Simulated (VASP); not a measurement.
Wanted: the native input for a VASP 6.6.1 run.

```yaml
Task: relaxation of cell and atoms
Functional: PBE
Potentials_or_basis: VASP PAW PBE potentials, release 64 (Si, Os)
Cutoff: 600 eV
k_mesh: 8 × 8 × 8
Occupations: gaussian, width 0.1 eV
Spin: no spin polarisation
Dipole_correction: no
Further_INCAR_settings: ALGO = Fast; EDIFF = 1e-07; IBRION = 2; EDIFFG = -0.04; NSW = 90; ISIF = 3
```

The structure of SiOs2 lies in POSCAR:

```
SiOs2
1.0
   -1.5980178518      1.5980178518      3.9201375426
    1.5980178518     -1.5980178518      3.9201375426
    1.5980178518      1.5980178518     -3.9201375426
Si Os
1 2
Direct
    0.0000000000      0.0000000000      0.0000000000
    0.6650000000      0.6650000000      0.0000000000
    0.3350000000      0.3350000000      0.0000000000
```

One way to write it, as run:

INCAR

```
SYSTEM = SiOs2
ALGO     = Fast           ! electronic algorithm
EDIFF    = 1E-7           ! SCF threshold, eV
EDIFFG   = -0.04          ! ionic threshold
ENCUT    = 600            ! plane-wave cutoff, eV
GGA      = PE             ! functional
IBRION   = 2              ! ionic algorithm
ISIF     = 3              ! what is computed and relaxed
ISMEAR   = 0              ! smearing method
LASPH    = .True.         ! aspherical terms in the spheres
LCHARG   = .False.        ! write CHGCAR
LREAL    = .False.        ! projectors in reciprocal space
LWAVE    = .False.        ! write WAVECAR
NELM     = 60             ! most SCF steps
NSW      = 90             ! ionic steps
PREC     = Accurate       ! precision mode
SIGMA    = 0.1            ! smearing width, eV
```

KPOINTS

```
k-points
0
Gamma
  8 8 8
  0 0 0
```

Potentials or basis: VASP PAW PBE potentials, release 64 (Si, Os).

Run with:

```console
$ cat potpaw_PBE.64/Si/POTCAR potpaw_PBE.64/Os/POTCAR > POTCAR
$ mpirun -np 1 vasp_std > vasp.out
```

It gave:

| Property | Result |
| --- | --- |
| Relaxed volume | 13.46 Å³/atom |
| Relaxed cell | a = 5.219 Å, b = 5.219 Å, c = 5.219 Å, α = 147.73°, β = 147.73°, γ = 46.28° |
| Space group after relaxing (to 0.05 Å) | I4/mmm (No. 139) |
| Energy gained by relaxing | 592.0 meV/atom |
| Ionic steps | 21 |
| Pressure after relaxing | 0.1 GPa |
| Largest force after relaxing | 0.014 eV/Å |
| Band gap on the k mesh | zero (band 10 reaches 11.95 eV, above the bottom of band 11 at 9.53 eV) |

Caveat: spin-orbit coupling is left out, which moves the levels of the heavy elements.

Wall time 8.1 min on 1 thread of Intel(R) Xeon(R) Platinum 8559C (Emerald Rapids), on a shared host, peak memory 0.27 GiB.
